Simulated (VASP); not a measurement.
Here is a VASP 6.6.1 calculation.

Contents of INCAR:

```
ALGO = Normal ; EDIFF = 1E-8
ENCUT = 520 ; GGA = PS
ISIF = 2 ; ISMEAR = -1
LASPH = T ; LCHARG = F
LEFG = T ; LREAL = F
LWAVE = F ; NBANDS = 21
NELM = 100 ; PREC = Accurate
SIGMA = 0.05
```

File KPOINTS:

```
k-points
0
Gamma
  12 12 7
```

Contents of POSCAR:

```
Pb
1.0
    3.4683618054      0.0000000000      0.0000000000
   -1.7341809027      3.0036894329      0.0000000000
    0.0000000000      0.0000000000      5.5713042082
Pb
2
Direct
    0.3333333333      0.6666666667      0.2500000000
    0.6666666667      0.3333333333      0.7500000000
```

Potentials or basis: VASP PAW PBE potentials, release 64 (Pb_d).

Command:

```sh
$ cat potpaw_PBE.64/Pb_d/POTCAR > POTCAR
$ mpirun -np 1 vasp_std > vasp.out
```

Task: What does it give for the pressure?

Result: 1.3 GPa.

Task: Predict the band gap on the k mesh.

Result: Zero (bands 14 and 15 overlap by 7.80 eV).

Electric field gradients, principal values (V/Å²):
```tsv
atom	least	middle	greatest (by size)
1 Pb	3.408	3.408	-6.816
2 Pb	3.408	3.408	-6.816
```

Caveat: without QUAD_EFG the Cq values of the log hold for a quadrupole moment of 1 mb, not for the nuclei; the PAW data sets were made with another functional, which shifts forces and pressure a little; spin-orbit coupling is left out, which moves the levels of the heavy elements.
